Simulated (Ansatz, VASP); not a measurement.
# CdAu2S2 in VASP and in Ansatz

```
CELL_PARAMETERS angstrom
5.31171 0.00000 0.00000
0.00000 5.31171 0.00000
0.00000 0.00000 4.64070
ATOMIC_POSITIONS crystal
Cd 0.00000 0.00000 0.50000
S 0.00000 0.50000 0.50000
S 0.50000 0.00000 0.50000
Au 0.00000 0.50000 0.00000
Au 0.50000 0.00000 0.00000
```

Alike in both runs: functional PBE; k mesh 8 × 8 × 8; occupations gaussian, width 0.1 eV; no spin polarisation.

Ansatz relaxed the structure, and its values are those at the end. VASP's run is a single point on that final structure, the one shown.

|  | VASP | Ansatz |
| --- | --- | --- |
| version | VASP 6.6.1 | Ansatz 0.2.0 |
| potentials or method | VASP PAW PBE potentials, release 64 (Cd, S, Au), cutoff 520 eV | scalar-relativistic, plane waves, PAW |
| valence electrons in the cell | 46 | 70 |

|  | VASP | Ansatz | Ansatz less VASP |
| --- | --- | --- | --- |
| gap on the k mesh at the Fermi level (eV) | none | none | - |
| pressure (GPa) | 0.0 | 0.0 | -0.02 |

A gap of «none» marks a metal or a gap that the smearing closes. With one functional, cell and mesh, what is left measures potentials, basis and numerics. VASP's potentials hold 46 valence electrons a cell and Ansatz's 70, so a difference there can come from the potentials and not from the codes.

Spin-orbit coupling is off throughout.
